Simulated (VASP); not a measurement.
# MgO (Fm-3m) in VASP: notebook, part 2 of 2

VASP 6.6.1.

### 3 Vibrations by perturbation theory, LDA

This run uses another cell than the first one, of 8.89 Å³/atom, 1.041 times its volume.

INCAR reads:

```
SYSTEM = MgO
  ALGO = Normal
  EDIFF = 1E-8
  ENCUT = 520
  GGA = CA
  IBRION = 8
  ISIF = 2
  ISMEAR = 0
  LASPH = .TRUE.
  LCHARG = .TRUE.
  LREAL = .FALSE.
  LWAVE = .FALSE.
  NELM = 80
  NSW = 1
  PREC = Accurate
  SIGMA = 0.01
```

KPOINTS reads:

```
k-points
0
G
  10 10 10
  0 0 0
```

POSCAR reads:

```
MgO
1.0
    2.0717114473      2.0717114473      0.0000000000
   -2.0717114473      2.0717114473      0.0000000000
    0.0000000000      2.0717114473      2.0717114473
Mg O
1 1
Direct
    0.0000000000      0.0000000000      0.0000000000
    0.5000000000      0.5000000000      0.0000000000
```

Potentials or basis: VASP PAW LDA potentials, release 64 (Mg, O).

The run is started by

```console
cat potpaw_LDA.64/Mg/POTCAR potpaw_LDA.64/O/POTCAR > POTCAR
mpirun -np 1 vasp_std > vasp.out
```

OUTCAR:

```text
SYSTEM = MgO
   EDIFF = 1E-8
   ENCUT = 520
   GGA = CA
   IBRION = 8
   ISIF = 2
   ISMEAR = 0
   LASPH = .TRUE.
   LREAL = .FALSE.
   NELM = 80
   NSW = 1
   PREC = Accurate

 ion  position               nearest neighbor table
   1  0.000  0.000  0.000-   2 2.07   2 2.07   2 2.07   2 2.07   2 2.07   2 2.07
   2  0.500  0.500  0.000-   1 2.07   1 2.07   1 2.07   1 2.07   1 2.07   1 2.07

  LATTYP: Found a face centered cubic cell.
 ALAT       =     4.1434228946

  Lattice vectors:

 A1 = (   0.0000000000,   2.0717114473,   2.0717114473)
 A2 = (   2.0717114473,   0.0000000000,   2.0717114473)
 A3 = (   2.0717114473,   2.0717114473,   0.0000000000)

Analysis of symmetry for initial positions (statically):
=====================================================================
 Subroutine PRICEL returns:
 Original cell was already a primitive cell.

 Routine SETGRP: Setting up the symmetry group for a
 face centered cubic supercell.

 Subroutine GETGRP returns: Found 48 space group operations
 (whereof 48 operations were pure point group operations)
 out of a pool of 48 trial point group operations.

The static configuration has the point symmetry O_h .

Analysis of symmetry for dynamics (positions and initial velocities):
=====================================================================
 Subroutine PRICEL returns:
 Original cell was already a primitive cell.

 Routine SETGRP: Setting up the symmetry group for a
 face centered cubic supercell.

 Subroutine GETGRP returns: Found 48 space group operations
 (whereof 48 operations were pure point group operations)
 out of a pool of 48 trial point group operations.

The dynamic configuration has the point symmetry O_h .

 Subroutine INISYM returns: Found 48 space group operations
 (whereof 48 operations are pure point group operations),
 and found     1 'primitive' translations

----------------------------------------------------------------------------------------

                                     Primitive cell

  volume of cell :      17.7835

  direct lattice vectors                    reciprocal lattice vectors
     2.071711447  2.071711447  0.000000000     0.241346352  0.241346352 -0.241346352
    -2.071711447  2.071711447  0.000000000    -0.241346352  0.241346352 -0.241346352
     0.000000000  2.071711447  2.071711447     0.000000000  0.000000000  0.482692704

  length of vectors
     2.929842426  2.929842426  2.929842426     0.418024144  0.418024144  0.482692704

  position of ions in fractional coordinates (direct lattice)
     0.000000000  0.000000000  0.000000000
[... 133 lines left out ...]
 fundamental gap:      5.1523112739
 Fermi energy:         3.4009018907

 k-point     1 :       0.0000    0.0000    0.0000
  band No.  band energies     occupation
      1     -14.0036      2.00000
      2       3.2650      2.00000
      3       3.2650      2.00000
      4       3.2650      2.00000
      5       8.4174      0.00000
      6      19.0575      0.00000
      7      19.0575      0.00000
      8      19.0575      0.00000
[... 243 lines left out ...]
 k-point    24 :       0.4000    0.3000    0.0000
  band No.  band energies     occupation
      1     -12.2509      2.00000
      2      -0.5391      2.00000
      3       0.4057      2.00000
      4       2.1341      2.00000
      5      13.4982      0.00000
      6      15.6280      0.00000
      7      16.1399      0.00000
      8      21.3878      0.00000

 [... further k-points ...]

------------------------ aborting loop because EDIFF is reached ----------------------------------------

  FORCE on cell =-STRESS in cart. coord.  units (eV):
  Direction    XX          YY          ZZ          XY          YZ          ZX
  --------------------------------------------------------------------------------------
  -------------------------------------------------------------------------------------
  Total        0.0369075      0.0369075      0.0369075      0.0000000      0.0000000     -0.0000000
  in kB        3.3251208      3.3251208      3.3251208      0.0000000      0.0000000     -0.0000000
  external PRESSURE =       3.3251208 kB  Pullay stress =       0.0000000 kB

 VOLUME and BASIS-vectors are now :
 -----------------------------------------------------------------------------
  energy-cutoff  :      520.00
  volume of cell :       17.78
      direct lattice vectors                 reciprocal lattice vectors
     2.071711447  2.071711447  0.000000000     0.241346352  0.241346352 -0.241346352
    -2.071711447  2.071711447  0.000000000    -0.241346352  0.241346352 -0.241346352
     0.000000000  2.071711447  2.071711447     0.000000000  0.000000000  0.482692704

 POSITION                                       TOTAL-FORCE (eV/Angst)
 -----------------------------------------------------------------------------------
      0.00000      0.00000      0.00000         0.000000      0.000000      0.000000
      0.00000      2.07171      0.00000         0.000000     -0.000000      0.000000
 -----------------------------------------------------------------------------------
    total drift:                                0.000000     -0.000000     -0.000000

  FREE ENERGIE OF THE ION-ELECTRON SYSTEM (eV)
  ---------------------------------------------------
  free  energy   TOTEN  =       -13.4453824345 eV

  energy  without entropy=      -13.4453824345  energy(sigma->0) =      -13.44538243

[... ionic steps 2 to 3 ...]

--------------------------------------- Ionic step        4  -------------------------------------------

------------------------ aborting loop because EDIFF is reached ----------------------------------------

[... ionic steps 5 to 6 ...]

--------------------------------------- Ionic step        7  -------------------------------------------

 Free energy of the ion-electron system (eV)
  ---------------------------------------------------
  ---------------------------------------------------
  free energy    TOTEN  =        -0.35237474 eV

  energy without entropy =       -0.35237474

------------------------ aborting loop because EDIFF is reached ----------------------------------------

 INTERNAL STRAIN TENSOR  FOR ION    2  DIRECTION 1   (eV/Angst):
 -----------------------------------------------------------------------------
     0.00846  0.00000  0.00000
     0.00000 -0.00767  0.00000
     0.00000  0.00000 -0.00767

 INTERNAL STRAIN TENSOR FOR ION    2 for displacements in x,y,z  (eV/Angst):
          X           Y           Z          XY          YZ          ZX
  --------------------------------------------------------------------------------
  x     0.00000     0.00000     0.00000     0.00000     0.00000     0.00000
  y     0.00000     0.00000     0.00000     0.00000     0.00000     0.00000
  z     0.00000     0.00000     0.00000     0.00000     0.00000     0.00000

 SECOND DERIVATIVES (NOT SYMMETRIZED)
 ------------------------------------
               1X          1Y          1Z          2X          2Y          2Z
  1X    -6.420167    0.000000   -0.000000    6.420167   -0.000000    0.000000
  1Y    -0.000000   -6.420167    0.000000    0.000000    6.420167   -0.000000
  1Z    -0.000000   -0.000000   -6.420167    0.000000    0.000000    6.420167
  2X     6.415343    0.000000    0.000000   -6.415343    0.000000    0.000000
  2Y     0.000000    6.415343    0.000000    0.000000   -6.415343    0.000000
  2Z     0.000000    0.000000    6.415343    0.000000    0.000000   -6.415343

 Eigenvectors and eigenvalues of the dynamical matrix
 ----------------------------------------------------

   1 f  =   12.749617 THz    80.108206 2PiTHz  425.281442 cm-1    52.728155 meV
             X         Y         Z           dx          dy          dz
      0.000000  0.000000  0.000000     0.630201    0.000000   -0.000000
      0.000000  2.071711  0.000000    -0.776432    0.000000   -0.000000
[... 21 lines left out ...]
   6 f/i=    0.002345 THz     0.014734 2PiTHz    0.078220 cm-1     0.009698 meV
             X         Y         Z           dx          dy          dz
      0.000000  0.000000  0.000000     0.245381    0.668776   -0.308825
      0.000000  2.071711  0.000000     0.199167    0.542821   -0.250662

--------------------------------------------------------------------------------------------------------

 ELASTIC MODULI CONTR FROM IONIC RELAXATION (kBar)
 Direction    XX          YY          ZZ          XY          YZ          ZX
 --------------------------------------------------------------------------------
 XX           0.0000      0.0000      0.0000      0.0000      0.0000      0.0000
 YY           0.0000      0.0000      0.0000      0.0000      0.0000      0.0000
 ZZ           0.0000      0.0000      0.0000      0.0000      0.0000      0.0000
 XY           0.0000      0.0000      0.0000      0.0000      0.0000      0.0000
 YZ           0.0000      0.0000      0.0000      0.0000      0.0000      0.0000
 ZX           0.0000      0.0000      0.0000      0.0000      0.0000      0.0000
 --------------------------------------------------------------------------------
```

OSZICAR:

```text
N       E                     dE             d eps       ncg     rms          rms(c)
DAV:   1     0.532075180749E+01    0.53208E+01   -0.49173E+03   912   0.884E+02
DAV:   2    -0.148141255647E+02   -0.20135E+02   -0.19996E+02   920   0.129E+02
DAV:   3    -0.150330356247E+02   -0.21891E+00   -0.21891E+00  1024   0.140E+01
DAV:   4    -0.150333761332E+02   -0.34051E-03   -0.34051E-03   960   0.446E-01
[... 34 lines left out ...]
RMM:   6    -0.352378987641E+00   -0.52691E-05   -0.68688E-08  2705   0.260E-03    0.737E-04
RMM:   7    -0.352374694561E+00    0.42931E-05   -0.19495E-08  2711   0.490E-04    0.594E-05
RMM:   8    -0.352374737796E+00   -0.43236E-07   -0.18239E-08  2669   0.160E-04    0.139E-05
RMM:   9    -0.352374744299E+00   -0.65026E-08   -0.18980E-08  2802   0.103E-04    0.286E-06
 Linear response finished
```

Run time: 34 s. Hardware: 1 thread of Intel Xeon Platinum 8259CL at 2.50GHz (Skylake/Cascade Lake), shared host; peak memory 0.17 GiB.

Results:

```
Highest phonon frequency at Γ, LO-TO splitting left out : 425 cm⁻¹
```

Phonon frequencies in cm⁻¹ (negative: imaginary):
```
              q point        frequencies
(0.000, 0.000, 0.000)  0 0 0 425 425 425
```
